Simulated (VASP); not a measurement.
# SiN (Fm-3m) in VASP: single point with r2SCAN

Aim: the single point of SiN with r2SCAN.

All numbers are computed with VASP 6.6.1; they aren't measurements. Logs are shortened: lines on timing, memory, paths and dates and some standing lists are left out, and cuts for length are marked.

## (1) The cell of the first run

It takes space group Fm-3m (No. 225, cubic). The conventional cell has a = 3.983 Å, b = 3.983 Å, c = 3.983 Å, α = 90.00°, β = 90.00°, γ = 90.00°. Si (site symmetry m-3m) has 6 N at 1.99 Å within 2.6 Å. Within 2.6 Å of N (site symmetry m-3m) lie 6 Si at 1.99 Å.

## (2) Single point, r2SCAN

POSCAR reads:

```
SiN
1.0
    0.0000000000      1.9913030000      1.9913030000
    1.9913030000      0.0000000000      1.9913030000
    1.9913030000      1.9913030000      0.0000000000
Si N
1 1
Direct
    0.5000000000      0.5000000000      0.5000000000
    0.0000000000      0.0000000000      0.0000000000
```

INCAR.step1 reads:

```
SYSTEM = SiN
PREC = Accurate
ENCUT = 660
ISMEAR = 0
SIGMA = 0.0599
LREAL = .False.
LASPH = .True.
NELM = 120
NBANDS = 12
GGA = PE
ALGO = Normal
EDIFF = 1E-5
LWAVE = .True.
LCHARG = .False.
GGA_COMPAT = .False.
```

INCAR.step2 reads:

```
SYSTEM = SiN
PREC = Accurate
ENCUT = 660
EDIFF = 1E-6
ISMEAR = 0
SIGMA = 0.0599
LREAL = .False.
LASPH = .True.
NELM = 120
ALGO = Normal
ISIF = 2
LWAVE = .False.
LCHARG = .False.
METAGGA = R2SCAN
LMIXTAU = .True.
NBANDS = 12
ISTART = 1
GGA_COMPAT = .False.
```

KPOINTS reads:

```
regular mesh
0
Gamma
  11 11 11
  0 0 0
```

Potentials or basis: VASP PAW PBE potentials, release 64 (Si, N).

Started as:

```bash
cat potpaw_PBE.64/Si/POTCAR potpaw_PBE.64/N/POTCAR > POTCAR
cp INCAR.step1 INCAR
mpirun -np 1 vasp_std > vasp.out
cp INCAR.step2 INCAR
mpirun -np 1 vasp_std > vasp.out
```

OUTCAR:

```text
SYSTEM = SiN
   PREC = Accurate
   ENCUT = 660
   EDIFF = 1E-6
   ISMEAR = 0
   LREAL = .False.
   LASPH = .True.
   NELM = 120
   ISIF = 2
   METAGGA = R2SCAN
   ISTART = 1

 ion  position               nearest neighbor table
   1  0.500  0.500  0.500-   2 1.99   2 1.99   2 1.99   2 1.99   2 1.99   2 1.99
   2  0.000  0.000  0.000-   1 1.99   1 1.99   1 1.99   1 1.99   1 1.99   1 1.99

  LATTYP: Found a face centered cubic cell.
 ALAT       =     3.9826060000

  Lattice vectors:

 A1 = (   0.0000000000,   1.9913030000,   1.9913030000)
 A2 = (   1.9913030000,   0.0000000000,   1.9913030000)
 A3 = (   1.9913030000,   1.9913030000,   0.0000000000)

Analysis of symmetry for initial positions (statically):
=====================================================================
 Subroutine PRICEL returns:
 Original cell was already a primitive cell.

 Routine SETGRP: Setting up the symmetry group for a
 face centered cubic supercell.

 Subroutine GETGRP returns: Found 48 space group operations
 (whereof 48 operations were pure point group operations)
 out of a pool of 48 trial point group operations.

The static configuration has the point symmetry O_h .

Analysis of symmetry for dynamics (positions and initial velocities):
=====================================================================
 Subroutine PRICEL returns:
 Original cell was already a primitive cell.

 Routine SETGRP: Setting up the symmetry group for a
 face centered cubic supercell.

 Subroutine GETGRP returns: Found 48 space group operations
 (whereof 48 operations were pure point group operations)
 out of a pool of 48 trial point group operations.

The dynamic configuration has the point symmetry O_h .

 Subroutine INISYM returns: Found 48 space group operations
 (whereof 48 operations are pure point group operations),
 and found     1 'primitive' translations

----------------------------------------------------------------------------------------

                                     Primitive cell

  volume of cell :      15.7922

  direct lattice vectors                    reciprocal lattice vectors
     0.000000000  1.991303000  1.991303000    -0.251091873  0.251091873  0.251091873
     1.991303000  0.000000000  1.991303000     0.251091873 -0.251091873  0.251091873
     1.991303000  1.991303000  0.000000000     0.251091873  0.251091873 -0.251091873

  length of vectors
     2.816127709  2.816127709  2.816127709     0.434903881  0.434903881  0.434903881

  position of ions in fractional coordinates (direct lattice)
     0.500000000  0.500000000  0.500000000
     0.000000000  0.000000000  0.000000000

  ion indices of the primitive-cell ions
   primitive index   ion index
[... 87 lines left out ...]
   EMIN   =  10.00;   EMAX   =-10.00  energy-range for DOS
   EFERMI =   0.00;   METHOD = LEGACY
   ISMEAR =     0;   SIGMA  =   0.06  broadening in eV -4-tet -1-fermi 0-gaus
   EFERMI_NEDOS =   21; number of points for ismear=-14 and -15
   IALGO  =     38    algorithm
   IMIX   =      4    mixing-type and parameters
     AMIX     =   0.40;   BMIX     =  1.00
     AMIX_MAG =   1.60;   BMIX_MAG =  1.00
  volume/ion in A,a.u.               =       7.90        53.29
  Fermi-wavevector in a.u.,A,eV,Ry     =   1.357297  2.564920 25.065414  1.842256
  Thomas-Fermi vector in A             =   2.484228
   LORBIT       =      0    0 simple, 1 ext, 2 COOP (PROOUT), +10 PAW based schemes
   METAGGA = R2SCAN    functional components
   LHFCALC =     F    Hartree Fock is set to
   AEXX    =    0.0000 exact exchange contribution
   IVDW    =     0    specifies the selected vdW correction
   LEPSILON=     F    determine dielectric tensor
   LRPA    =     F    only Hartree local field effects (RPA)
 non-spin polarized calculation
 Gauss-broadening in eV      SIGMA  =   0.06
  energy-cutoff  :      660.00
  volume of cell :       15.79
 maximum number of plane-waves:       620
   NGX = 11   NGY = 11   NGZ = 11

 number of electron       9.0000000 magnetization

 Free energy of the ion-electron system (eV)
  ---------------------------------------------------
  ext. energy  EPLUGINS =         0.00000000
  ---------------------------------------------------
  free energy    TOTEN  =       -16.40220030 eV

  energy without entropy =      -16.40049933  energy(sigma->0) =      -16.40134981

 E-fermi :  16.2964     XC(G=0): -13.6887

 val. band max:       16.2360880523   @ k =  -0.4545   0.1818   0.0000
 cond. band min:      16.3219376486   @ k =  -0.3636   0.2727   0.0909
 fundamental gap:      0.0858495962
 Fermi energy:        16.2963782644

 k-point     1 :       0.0000    0.0000    0.0000
  band No.  band energies     occupation
      1      -9.1776      2.00000
      2      10.1300      2.00000
      3      10.1300      2.00000
      4      10.1300      2.00000
      5      15.2823      2.00000
      6      23.0107      0.00000
      7      23.0107      0.00000
      8      23.0107      0.00000
      9      26.8276      0.00000
     10      26.8276      0.00000
     11      26.8276      0.00000
     12      28.3898      0.00000
[... 331 lines left out ...]
 k-point    24 :      -0.1818    0.1818    0.0000
  band No.  band energies     occupation
      1      -7.2330      2.00000
      2       4.8050      2.00000
      3       7.1845      2.00000
      4       9.7751      2.00000
      5      18.6204      0.00000
      6      19.7863      0.00000
      7      20.8289      0.00000
      8      21.1658      0.00000
      9      25.5281      0.00000
     10      29.0244      0.00000
     11      29.7687      0.00000
     12      33.8213      0.00000

 [... further k-points ...]

------------------------ aborting loop because EDIFF is reached ----------------------------------------

  FORCE on cell =-STRESS in cart. coord.  units (eV):
  Direction    XX          YY          ZZ          XY          YZ          ZX
  --------------------------------------------------------------------------------------
  -------------------------------------------------------------------------------------
  Total        5.3893338      5.3893338      5.3893338     -0.0000000      0.0000000     -0.0000000
  in kB      546.7686802    546.7686802    546.7686802     -0.0000000      0.0000000     -0.0000000
  external PRESSURE =     546.7686802 kB  Pullay stress =       0.0000000 kB

 VOLUME and BASIS-vectors are now :
 -----------------------------------------------------------------------------
  energy-cutoff  :      660.00
  volume of cell :       15.79
      direct lattice vectors                 reciprocal lattice vectors
     0.000000000  1.991303000  1.991303000    -0.251091873  0.251091873  0.251091873
     1.991303000  0.000000000  1.991303000     0.251091873 -0.251091873  0.251091873
     1.991303000  1.991303000  0.000000000     0.251091873  0.251091873 -0.251091873

 POSITION                                       TOTAL-FORCE (eV/Angst)
 -----------------------------------------------------------------------------------
      1.99130      1.99130      1.99130        -0.000000      0.000000     -0.000000
      0.00000      0.00000      0.00000         0.000000     -0.000000      0.000000
 -----------------------------------------------------------------------------------
    total drift:                                0.000000     -0.000000     -0.000000

  FREE ENERGIE OF THE ION-ELECTRON SYSTEM (eV)
  ---------------------------------------------------
  free  energy   TOTEN  =       -16.4022003013 eV

  energy  without entropy=      -16.4004993281  energy(sigma->0) =      -16.40134981
```

Wall time 63 s (1 thread of AMD EPYC 7R43 (Zen 3), shared host); peak memory 0.11 GiB.

Results:

```
Free energy : -16.4022 eV
Pressure    : 54.7 GPa
```

Caveat: the PAW data sets were made with another functional, which shifts forces and pressure a little.
